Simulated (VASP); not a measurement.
Here is a VASP 6.6.1 calculation.

INCAR

```
SYSTEM = MgI2
PREC     = Accurate       ! precision mode
ENCUT    = 520            ! plane-wave cutoff, eV
EDIFF    = 1E-6           ! SCF threshold, eV
ISMEAR   = 0              ! smearing method
SIGMA    = 0.05           ! smearing width, eV
LREAL    = .False.        ! projectors in reciprocal space
LASPH    = .True.         ! aspherical terms in the spheres
NELM     = 60             ! most SCF steps
ALGO     = Normal         ! electronic algorithm
ISIF     = 2              ! what is computed and relaxed
LWAVE    = .False.        ! write WAVECAR
LCHARG   = .True.         ! write CHGCAR
LELF     = .True.         ! ELF
LVHAR    = .True.       
NBANDS   = 15             ! bands
```

Contents of KPOINTS:

```
Automatic mesh
0
Gamma
  6 6 4
  0 0 0
```

Contents of POSCAR:

```
MgI2
1.0
    4.0409034065      0.0000000000      0.0000000000
   -2.0204517033      3.4995250043      0.0000000000
    0.0000000000      0.0000000000      6.6285688777
Mg I
1 2
Direct
    0.0000000000      0.0000000000      0.0000000000
    0.3333333333      0.6666666667      0.7299223370
    0.6666666667      0.3333333333      0.2700776630
```

Potentials or basis: VASP PAW LDA potentials, release 64 (Mg, I).

The run is started by

```console
$ cat potpaw_LDA.64/Mg/POTCAR potpaw_LDA.64/I/POTCAR > POTCAR
$ mpirun -np 1 vasp_std > vasp.out
```

(1) Predict the band gap on the k mesh.

(2) Estimate the largest force.

Answers

(1) 3.03 eV, indirect (least direct gap 3.30 eV).

(2) 0.742 eV/Å.

Caveat: spin-orbit coupling is left out, which moves the levels of the heavy elements.
